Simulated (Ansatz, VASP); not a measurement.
## Pb: VASP beside Ansatz

```
CELL_PARAMETERS angstrom
0.00000 2.47502 2.47502
2.47502 0.00000 2.47502
2.47502 2.47502 0.00000
ATOMIC_POSITIONS crystal
Pb 0.00000 0.00000 0.00000
```

Alike in both runs: task single point; functional BLYP; k mesh 5 × 5 × 5; occupations fermi-dirac, width 0.1 eV; no spin polarisation.

|  | VASP | Ansatz |
| --- | --- | --- |
| version | VASP 6.6.1 | Ansatz 0.2.0 |
| potentials or method | VASP PAW PBE potentials, release 64 (Pb_d) | plane waves, norm-conserving potentials |
| plane-wave cutoff (eV) | 500 | 850 |
| valence electrons in the cell | 14 | 14 |

```csv
,VASP,Ansatz,Ansatz less VASP
pressure (GPa),5.7,5.6,-0.11
```

VASP's potentials were made for PBE, not for BLYP. With one functional, cell and mesh, what is left measures potentials, basis and numerics. Ansatz's warnings: stress scf threshold loose.

The k mesh is coarse, so the values compare programs but aren't converged. Neither program's run includes spin-orbit coupling.
